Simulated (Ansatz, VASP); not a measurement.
FeSi in VASP and in Ansatz

File INCAR:

```
SYSTEM = FeSi
  PREC = Accurate
  ENCUT = 520
  EDIFF = 1E-6
  ISMEAR = 0
  SIGMA = 0.01
  LREAL = .FALSE.
  LASPH = .TRUE.
  NELM = 60
  ALGO = Normal
  ISIF = 2
  LWAVE = .FALSE.
  LCHARG = .TRUE.
  LELF = .TRUE.
  LVHAR = .TRUE.
  NBANDS = 34
```

KPOINTS

```
regular mesh
0
G
  6 6 6
  0 0 0
```

File POSCAR:

```
FeSi
1.0
    4.4030518950      0.0000000000      0.0000000000
    0.0000000000      4.4030518950      0.0000000000
    0.0000000000      0.0000000000      4.4030518950
Fe Si
4 4
Direct
    0.8633399905      0.6366600095      0.3633399905
    0.6366600095      0.3633399905      0.8633399905
    0.3633399905      0.8633399905      0.6366600095
    0.1366600095      0.1366600095      0.1366600095
    0.1588681659      0.3411318341      0.6588681659
    0.3411318341      0.6588681659      0.1588681659
    0.6588681659      0.1588681659      0.3411318341
    0.8411318341      0.8411318341      0.8411318341
```

Input for Ansatz:

```yaml
crystal:
  lattice:
    - [4.403051895, 0.0, 0.0]
    - [0.0, 4.403051895, 0.0]
    - [0.0, 0.0, 4.403051895]
  atoms:
    - { symbol: Fe, position: [0.8633399905, 0.6366600095, 0.3633399905] }
    - { symbol: Fe, position: [0.6366600095, 0.3633399905, 0.8633399905] }
    - { symbol: Fe, position: [0.3633399905, 0.8633399905, 0.6366600095] }
    - { symbol: Fe, position: [0.1366600095, 0.1366600095, 0.1366600095] }
    - { symbol: Si, position: [0.1588681659, 0.3411318341, 0.6588681659] }
    - { symbol: Si, position: [0.3411318341, 0.6588681659, 0.1588681659] }
    - { symbol: Si, position: [0.6588681659, 0.1588681659, 0.3411318341] }
    - { symbol: Si, position: [0.8411318341, 0.8411318341, 0.8411318341] }
kpoints:
  mp_grid: { grid: [6, 6, 6] }
  band_path:
    path:
      - [0.0, 0.0, 0.0]
      - [0.0, 0.5, 0.0]
      - [0.5, 0.5, 0.0]
      - [0.5, 0.5, 0.5]
      - [0.5, 0.0, 0.0]
      - [-0.078125, -0.088542, 0.291667]
      - [0.0, 0.328125, 0.208333]
      - [0.0, 0.1666666667, 0.3333333333]
    npoints: 1
hamiltonian:
  xc: lda
scf:
  occupations: { method: fixed }
  n_extra_bands: 6
output:
  forces: true
  stress: true
  eigenvalues: true
```

Alike in both runs: task single point; functional LDA; k mesh 6 × 6 × 6; no spin polarisation.

|  | VASP | Ansatz |
| --- | --- | --- |
| version | VASP 6.6.1 | Ansatz 0.2.0 |
| potentials or method | VASP PAW LDA potentials, release 64 (Fe, Si) | plane waves, PAW |
| plane-wave cutoff (eV) | 520 | 420 |
| occupations | gaussian, width 0.01 eV | fixed |
| valence electrons in the cell | 48 | 80 |

Ansatz gave:

- gap on the k mesh at the Fermi level (eV): 0.14
- pressure (GPa): -5.9
- rms of the force components (eV/Å): 0.048

**Question.** Which values does VASP return?

**Answer.** gap on the k mesh at the Fermi level (eV): 0.13; pressure (GPa): -5.1; rms of the force components (eV/Å): 0.036.

LDA's correlation is that of Perdew and Zunger in VASP and of Perdew and Wang (1992) in Ansatz. Atom by atom the forces differ by 0.020 eV/Å (rms over components). VASP's potentials hold 48 valence electrons a cell and Ansatz's 80, so a difference there can come from the potentials and not from the codes.
